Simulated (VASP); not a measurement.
# Te (P3_121) in VASP: a series of runs, part 2 of 2

VASP 6.6.1. The steps go on from the part before.

### Step 4. Relaxation of cell and atoms, PBE, target pressure 20 GPa, at which the enthalpy is minimised

File INCAR:

```
SYSTEM = Te
  PREC = Accurate
  ENCUT = 600
  EDIFF = 1E-6
  ISMEAR = -1
  SIGMA = 0.05
  LREAL = .False.
  LASPH = .True.
  NELM = 80
  ALGO = Normal
  ISIF = 3
  LWAVE = .False.
  LCHARG = .False.
  GGA = PE
  IBRION = 2
  NSW = 60
  EDIFFG = -0.01
  PSTRESS = 200.0
```

File KPOINTS:

```
Automatic mesh
0
Gamma
  7 7 5
  0 0 0
```

File POSCAR:

```
Te
1.0
    4.4540000000      0.0000000000      0.0000000000
   -2.2270000000      3.8572771485      0.0000000000
    0.0000000000      0.0000000000      5.9240000000
Te
3
Direct
    0.7310000000      0.7310000000      0.0000000000
    0.0000000000      0.2690000000      0.6666666667
    0.2690000000      0.0000000000      0.3333333333
```

Potentials or basis: VASP PAW PBE potentials, release 64 (Te).

Command:

```
> cat potpaw_PBE.64/Te/POTCAR > POTCAR
> mpirun -np 1 vasp_std > vasp.out
```

OUTCAR:

```text
SYSTEM = Te
   PREC = Accurate
   ENCUT = 600
   EDIFF = 1E-6
   ISMEAR = -1
   LREAL = .False.
   LASPH = .True.
   NELM = 80
   ISIF = 3
   GGA = PE
   IBRION = 2
   NSW = 60
   EDIFFG = -0.01
   PSTRESS = 200.0

 ion  position               nearest neighbor table
   1  0.731  0.731  0.000-   3 2.86   2 2.86   3 3.47   2 3.47   2 3.47   3 3.47
   2  0.000  0.269  0.667-   1 2.86   3 2.86   1 3.47   1 3.47   3 3.47   3 3.47
   3  0.269  0.000  0.333-   1 2.86   2 2.86   1 3.47   1 3.47   2 3.47   2 3.47

  LATTYP: Found a hexagonal cell.
 ALAT       =     4.4540000000
 C/A-ratio  =     1.3300404131

  Lattice vectors:

 A1 = (   4.4540000000,   0.0000000000,   0.0000000000)
 A2 = (  -2.2270000000,   3.8572771485,   0.0000000000)
 A3 = (   0.0000000000,   0.0000000000,   5.9240000000)

Analysis of symmetry for initial positions (statically):
=====================================================================
 Subroutine PRICEL returns:
 Original cell was already a primitive cell.
[... 1063 lines left out ...]
      5       5.1668      2.00000
      6       6.4263      2.00000
      7       7.0895      2.00000
      8       7.1238      2.00000
      9       7.4858      2.00000
     10      12.5277      0.00000
     11      12.7120      0.00000
     12      13.3138      0.00000
     13      13.4589      0.00000

 [... further k-points ...]

[... ionic steps 4 to 23 ...]

--------------------------------------- Ionic step       24  -------------------------------------------

 number of electron      17.9999999 magnetization

------------------------ aborting loop because EDIFF is reached ----------------------------------------
[... 73 lines left out ...]
--------------------------------------- Ionic step       26  -------------------------------------------

 number of electron      17.9999999 magnetization

 Free energy of the ion-electron system (eV)
  ---------------------------------------------------
  ext. energy  EPLUGINS =         0.00000000
  ---------------------------------------------------
  free energy    TOTEN  =        -7.94916345 eV

  energy without entropy =       -7.94379548  energy(sigma->0) =       -7.94647946

 E-fermi :  10.7094     XC(G=0): -10.8242

 val. band max:       10.6929619735   @ k =   0.0000   0.0000   0.2000
 cond. band min:      10.8202639711   @ k =   0.0000   0.0000   0.2000
 fundamental gap:      0.1273019976
 Fermi energy:        10.7094164320
[... 418 lines left out ...]
  energy  without entropy=       -7.9437954751  energy(sigma->0) =       -7.94647946

  enthalpy is  TOTEN    =         0.9834609962 eV   P V=        8.9326244429

 reached required accuracy - stopping structural energy minimisation
```

CONTCAR:

```text
Te
   1.00000000000000
     3.5421604264441724    0.0000000000000001   -0.0000000000000000
    -1.7710802132220862    3.0676009141056082    0.0000000000000000
    -0.0000000000000001   -0.0000000000000002    6.5855579647188875
  Te
     3
Direct
     0.6665135998010346    0.6665135998011454    0.0000000000000000
     0.9999999999998892    0.3334864001988546    0.6666666667000030
     0.3334864001990763    0.0000000000000000    0.3333333332999970

  0.00000000E+00  0.00000000E+00  0.00000000E+00
  0.00000000E+00  0.00000000E+00  0.00000000E+00
  0.00000000E+00  0.00000000E+00  0.00000000E+00
```

Wall time 4.5 min (1 thread of Intel Xeon 6975P-C (Granite Rapids), shared host); peak memory 0.26 GiB.

What came out:

| Item | Value |
| --- | --- |
| Free energy | -7.9492 eV |
| Relaxed volume | 23.85 Å³/atom |
| Relaxed cell | a = 3.542 Å, b = 3.542 Å, c = 6.586 Å, α = 90.00°, β = 90.00°, γ = 120.00° |
| Space group after relaxing (to 0.1 Å) | R-3m (No. 166) |
| Energy change on relaxing (the run minimises the enthalpy) | +489.3 meV/atom |
| Ionic steps | 26 |
| Pressure after relaxing | 20.0 GPa |
| Band gap on the k mesh | zero (bands 9 and 10 overlap by 3.37 eV) |

Forces in eV/Å, atoms in the order of the input:
```
Te   0.001  0.002  0.000
Te   0.001 -0.002  0.000
Te  -0.002  0.000  0.000
```

Step by step:
```tsv
step	energy change (eV)	largest force (eV/Å)	pressure (GPa)	volume (Å³)
1	0.0000	0.1601	1.45	101.78
2	11.0669	7.5206	125.38	54.20
3	0.8605	1.4539	16.59	84.02
4	1.0483	1.6270	18.99	82.31
5	1.1455	1.7122	20.20	81.51
6	1.1714	0.8742	21.11	77.99
7	1.5041	0.3386	24.60	73.80
8	1.7105	0.2004	26.85	71.94
9	0.6718	0.0057	9.55	80.53
10	1.0925	0.0706	17.56	75.92
11	1.0922	0.0307	16.38	75.21
12	1.1057	0.0114	16.11	74.98
13	1.1432	0.0300	15.76	74.48
14	1.7724	0.0903	24.21	69.36
15	1.4590	0.0603	20.04	71.65
16	1.4659	0.0610	20.13	71.59
17	1.4703	0.0553	20.08	71.55
18	1.4801	0.0439	20.01	71.47
19	1.4766	0.0478	20.03	71.50
20	1.4719	0.0397	19.98	71.53
21	1.4583	0.0153	19.83	71.64
22	1.4542	0.0078	19.78	71.67
23	1.4727	0.0003	20.06	71.52
24	1.4690	0.0018	20.01	71.55
25	1.4682	0.0021	20.00	71.56
26	1.4680	0.0023	19.99	71.56
```

Final structure:
```
Te
1.0
     3.54216    0.00000    0.00000
    -1.77108    3.06760    0.00000
     0.00000    0.00000    6.58556
Te
3
Direct
  0.66651 0.66651 0.00000
  0.00000 0.33349 0.66667
  0.33349 0.00000 0.33333
```

Caveat: the cell is relaxed towards a set pressure, so the run minimises the enthalpy, not the energy; the volume moved by over 15 % at a fixed basis, so the end points are rough; spin-orbit coupling is left out, which moves the levels of the heavy elements.

### Step 5. Relaxation of cell and atoms, PBE, target pressure 30 GPa, at which the enthalpy is minimised

File INCAR:

```
SYSTEM = Te
ALGO     = Normal         ! electronic algorithm
EDIFF    = 1E-6           ! SCF threshold, eV
EDIFFG   = -0.01          ! ionic threshold
ENCUT    = 600            ! plane-wave cutoff, eV
GGA      = PE             ! functional
IBRION   = 2              ! ionic algorithm
ISIF     = 3              ! what is computed and relaxed
ISMEAR   = -1             ! smearing method
LASPH    = .True.         ! aspherical terms in the spheres
LCHARG   = .False.        ! write CHGCAR
LREAL    = .False.        ! projectors in reciprocal space
LWAVE    = .False.        ! write WAVECAR
NELM     = 80             ! most SCF steps
NSW      = 60             ! ionic steps
PREC     = Accurate       ! precision mode
PSTRESS  = 300.0        
SIGMA    = 0.05           ! smearing width, eV
```

File KPOINTS:

```
k-points
0
Gamma
  7 7 5
  0 0 0
```

POSCAR is that of step 4.

Potentials or basis: VASP PAW PBE potentials, release 64 (Te).

Command:

```
> cat potpaw_PBE.64/Te/POTCAR > POTCAR
> mpirun -np 1 vasp_std > vasp.out
```

OUTCAR:

```text
SYSTEM = Te
   EDIFF = 1E-6
   EDIFFG = -0.01
   ENCUT = 600
   GGA = PE
   IBRION = 2
   ISIF = 3
   ISMEAR = -1
   LASPH = .True.
   LREAL = .False.
   NELM = 80
   NSW = 60
   PREC = Accurate
   PSTRESS = 300.0

 ion  position               nearest neighbor table
   1  0.731  0.731  0.000-   3 2.86   2 2.86   3 3.47   2 3.47   2 3.47   3 3.47
   2  0.000  0.269  0.667-   1 2.86   3 2.86   1 3.47   1 3.47   3 3.47   3 3.47
   3  0.269  0.000  0.333-   1 2.86   2 2.86   1 3.47   1 3.47   2 3.47   2 3.47

  LATTYP: Found a hexagonal cell.
 ALAT       =     4.4540000000
 C/A-ratio  =     1.3300404131

  Lattice vectors:

 A1 = (   4.4540000000,   0.0000000000,   0.0000000000)
 A2 = (  -2.2270000000,   3.8572771485,   0.0000000000)
 A3 = (   0.0000000000,   0.0000000000,   5.9240000000)

Analysis of symmetry for initial positions (statically):
=====================================================================
 Subroutine PRICEL returns:
 Original cell was already a primitive cell.

 Routine SETGRP: Setting up the symmetry group for a
 hexagonal supercell.

 Subroutine GETGRP returns: Found  6 space group operations
 (whereof  2 operations were pure point group operations)
 out of a pool of 24 trial point group operations.

The static configuration has the point symmetry C_2 .
 The point group associated with its full space group is D_3 .

Analysis of symmetry for dynamics (positions and initial velocities):
=====================================================================
 Subroutine PRICEL returns:
 Original cell was already a primitive cell.

 Routine SETGRP: Setting up the symmetry group for a
 hexagonal supercell.

 Subroutine GETGRP returns: Found  6 space group operations
 (whereof  2 operations were pure point group operations)
 out of a pool of 24 trial point group operations.

The dynamic configuration has the point symmetry C_2 .
 The point group associated with its full space group is D_3 .

 Subroutine INISYM returns: Found  6 space group operations
 (whereof  2 operations are pure point group operations),
 and found     1 'primitive' translations

----------------------------------------------------------------------------------------

[... 102 lines left out ...]
   POTIM  = 0.5000    time-step for ionic-motion
   TEBEG  =    0.0;   TEEND  =   0.0 temperature during run
   PSTRESS=  300.0 pullay stress
   NELECT =      18.0000    total number of electrons
   NUPDOWN=      -1.0000    fix difference up-down
   EMIN   =  10.00;   EMAX   =-10.00  energy-range for DOS
   EFERMI =   0.00;   METHOD = LEGACY
   ISMEAR =    -1;   SIGMA  =   0.05  broadening in eV -4-tet -1-fermi 0-gaus
   EFERMI_NEDOS =   21; number of points for ismear=-14 and -15
   IALGO  =     38    algorithm
   IMIX   =      4    mixing-type and parameters
     AMIX     =   0.40;   BMIX     =  1.00
     AMIX_MAG =   1.60;   BMIX_MAG =  1.00
  volume/ion in A,a.u.               =      33.93       228.94
  Fermi-wavevector in a.u.,A,eV,Ry     =   0.918933  1.736531 11.489263  0.844437
  Thomas-Fermi vector in A             =   2.044070
   LORBIT       =      0    0 simple, 1 ext, 2 COOP (PROOUT), +10 PAW based schemes
   GGA     = PE    functional components
   LHFCALC =     F    Hartree Fock is set to
   AEXX    =    0.0000 exact exchange contribution
   IVDW    =     0    specifies the selected vdW correction
   LEPSILON=     F    determine dielectric tensor
   LRPA    =     F    only Hartree local field effects (RPA)
 conjugate gradient relaxation of ions
 non-spin polarized calculation
  energy-cutoff  :      600.00
  volume of cell :      101.78
 maximum number of plane-waves:      3412
   NGX = 17   NGY = 17   NGZ = 23

--------------------------------------- Ionic step        1  -------------------------------------------

 number of electron      17.9999999 magnetization

 Free energy of the ion-electron system (eV)
  ---------------------------------------------------
  ext. energy  EPLUGINS =         0.00000000
  ---------------------------------------------------
  free energy    TOTEN  =        -9.41712616 eV

  energy without entropy =       -9.41703518  energy(sigma->0) =       -9.41708067

 E-fermi :   6.1375     XC(G=0):  -9.0718

 val. band max:        5.7931568981   @ k =   0.2857   0.2857   0.4000
 cond. band min:       6.4206980183   @ k =   0.0000   0.0000   0.4000
 fundamental gap:      0.6275411202
 Fermi energy:         6.1374946361
[... 878 lines left out ...]
      2      -3.9191      2.00000
      3      -0.0419      2.00000
      4       3.5268      2.00000
      5       5.0474      2.00000
      6       5.3948      2.00000
      7       6.3894      2.00000
      8       6.6161      2.00000
      9       7.5373      2.00000
     10      11.5009      0.00000
     11      12.1189      0.00000
     12      13.0010      0.00000
     13      13.8842      0.00000

 [... further k-points ...]

[... ionic steps 4 to 46 ...]

--------------------------------------- Ionic step       47  -------------------------------------------

 number of electron      18.0000002 magnetization

------------------------ aborting loop because EDIFF is reached ----------------------------------------
[... 73 lines left out ...]
--------------------------------------- Ionic step       49  -------------------------------------------

 number of electron      18.0000002 magnetization

 Free energy of the ion-electron system (eV)
  ---------------------------------------------------
  ext. energy  EPLUGINS =         0.00000000
  ---------------------------------------------------
  free energy    TOTEN  =        -6.73869047 eV

  energy without entropy =       -6.72781771  energy(sigma->0) =       -6.73325409

 E-fermi :  12.3644     XC(G=0): -11.4241

 val. band max:       12.2925759613   @ k =   0.2857   0.2857   0.4000
 cond. band min:      12.4104336602   @ k =   0.2857   0.0000   0.2000
 fundamental gap:      0.1178576989
 Fermi energy:        12.3644442298
[... 418 lines left out ...]
  energy  without entropy=       -6.7278177103  energy(sigma->0) =       -6.73325409

  enthalpy is  TOTEN    =         5.2299015353 eV   P V=       11.9685920075

 reached required accuracy - stopping structural energy minimisation
```

It took 7.3 min on 1 thread of Intel Xeon 6975P-C (Granite Rapids), shared host; peak memory 0.27 GiB.

Results:

```yaml
Free_energy: -6.7387 eV
Relaxed_volume: 21.31 Å³/atom
Relaxed_cell: a = 3.176 Å, b = 3.176 Å, c = 7.318 Å, α = 90.00°, β = 90.00°, γ = 120.00°
Space_group_after_relaxing_to_0.1_Å: R-3m (No. 166)
Energy_change_on_relaxing_the_run_minimises_the_enthalpy: +892.8 meV/atom
Ionic_steps: 49
Pressure_after_relaxing: 30.0 GPa
Band_gap_on_the_k_mesh: zero (bands 9 and 10 overlap by 5.55 eV)
```

Step by step:
```tsv
step	energy change (eV)	largest force (eV/Å)	pressure (GPa)	volume (Å³)
1	0.0000	0.1601	1.45	101.78
3	1.1348	1.7271	20.04	81.70
5	2.0201	2.4307	30.41	75.98
7	2.5023	0.4157	36.95	68.19
9	3.3190	0.6089	45.02	62.53
11	2.3819	0.2687	27.30	66.49
13	2.3397	0.2520	26.51	66.71
15	2.6022	0.2547	29.22	64.93
17	2.9515	0.2468	33.52	63.14
19	2.6761	0.2482	30.00	64.49
21	2.7231	0.2456	30.56	64.23
23	2.6470	0.2287	29.35	64.61
25	2.7541	0.2272	30.94	63.97
27	2.9263	0.2129	33.42	63.02
29	2.9255	0.1955	33.41	62.98
31	2.9322	0.1158	33.42	62.83
33	2.7894	0.0371	31.04	63.47
35	2.7150	0.0343	29.92	63.86
37	2.7093	0.0318	29.93	63.88
39	2.6804	0.0350	29.70	63.94
41	2.6710	0.0337	29.89	63.96
43	2.7169	0.0308	30.55	63.72
45	2.6905	0.0296	30.16	63.86
47	2.6859	0.0005	30.11	63.88
49	2.6784	0.0004	29.99	63.92
```

Final structure:
```
CELL_PARAMETERS angstrom
3.17574 0.00000 0.00000
-1.58787 2.75027 0.00000
0.00000 0.00000 7.31835
ATOMIC_POSITIONS crystal
Te 0.66673 0.66673 0.00000
Te 0.00000 0.33327 0.66667
Te 0.33327 0.00000 0.33333
```

Caveat: the cell is relaxed towards a set pressure, so the run minimises the enthalpy, not the energy; the volume moved by over 15 % at a fixed basis, so the end points are rough; spin-orbit coupling is left out, which moves the levels of the heavy elements.

### Step 6. Summary

```csv
cell,gap on the mesh (eV),pressure (GPa)
relaxed to 5 GPa,0.46,5.0
relaxed to 10 GPa,none,10.0
relaxed to 20 GPa,none,20.0
relaxed to 30 GPa,none,30.0
```

Alike in all rows: task relaxation of cell and atoms; level PBE; potentials or basis VASP PAW PBE potentials, release 64 (Te); no spin polarisation; k mesh 7 × 7 × 5; cutoff (eV) 600; smearing fermi-dirac 0.05 eV.

Caveats: the cell is relaxed towards a set pressure, so the run minimises the enthalpy, not the energy; spin-orbit coupling is left out, which moves the levels of the heavy elements; the volume moved by over 15 % at a fixed basis, so the end points are rough (at least some runs); semilocal functionals underestimate gaps, and a narrow one can read as zero (at least some runs).

Total energies depend on the potentials used, so only differences within one code and one set of settings carry meaning.

The gap in the log of VASP goes by the Fermi energy; the results here count the filled bands.